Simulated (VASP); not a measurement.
Write the native input for VASP 6.6.1 that does the following.

```
Task                   : relaxation of cell and atoms
Functional             : PBE
Potentials or basis    : VASP PAW PBE potentials, release 64 (Hf_pv, F)
Cutoff                 : 600 eV
k mesh                 : 3 × 3 × 3
Occupations            : gaussian, width 0.2 eV
Spin                   : no spin polarisation
Dipole correction      : no
Further INCAR settings : ALGO = Normal; EDIFF = 1e-07; IBRION = 2; EDIFFG = -0.08; NSW = 36; ISIF = 3
```

The structure of Hf4F3 lies in POSCAR:

```
Hf4F3
1.0
    4.9900375800      0.0000000000      0.0000000000
    0.0000000000      4.9900375800      0.0000000000
    0.0000000000      0.0000000000      4.9900375800
Hf F
4 3
Direct
    0.2842946100      0.7157053900      0.2842946100
    0.7157053900      0.2842946100      0.2842946100
    0.2842946100      0.2842946100      0.7157053900
    0.7157053900      0.7157053900      0.7157053900
    0.0000000000      0.0000000000      0.5000000000
    0.5000000000      0.0000000000      0.0000000000
    0.0000000000      0.5000000000      0.0000000000
```

The cell was generated, and may not be a known phase.

The input as run:

INCAR

```
ALGO = Normal
EDIFF = 1E-7
EDIFFG = -0.08
ENCUT = 600
GGA = PE
IBRION = 2
ISIF = 3
ISMEAR = 0
LASPH = T
LCHARG = F
LREAL = F
LWAVE = F
NELM = 60
NSW = 36
PREC = Accurate
SIGMA = 0.2
```

KPOINTS

```
k-points
0
Gamma
  3 3 3
```

Potentials or basis: VASP PAW PBE potentials, release 64 (Hf_pv, F).

Launch:

```bash
$ cat potpaw_PBE.64/Hf_pv/POTCAR potpaw_PBE.64/F/POTCAR > POTCAR
$ mpirun -np 1 vasp_std > vasp.out
```

It gave:

```
Relaxed volume                        : 17.53 Å³/atom
Relaxed cell                          : a = 4.969 Å, b = 4.969 Å, c = 4.969 Å, α = 90.00°, β = 90.00°, γ = 90.00°
Space group after relaxing (to 0.1 Å) : P-43m (No. 215)
Energy gained by relaxing             : 21.5 meV/atom
Ionic steps                           : 7
Pressure after relaxing               : 0.0 GPa
Largest force after relaxing          : 0.010 eV/Å
Band gap on the k mesh                : zero (an odd number of electrons rules out a gap without spin polarisation)
```

Caveat: the k points lie up to 0.42 Å⁻¹ apart in the final cell, too coarse for converged energies and pressures of a metal; spin-orbit coupling is left out, which moves the levels of the heavy elements; an odd number of electrons without spin polarisation forces a metal; a magnetic or distorted state may lie lower.

Wall time 82 s on 1 thread of Intel(R) Xeon(R) 6975P-C (Granite Rapids) (shared host), peak memory 0.25 GiB.
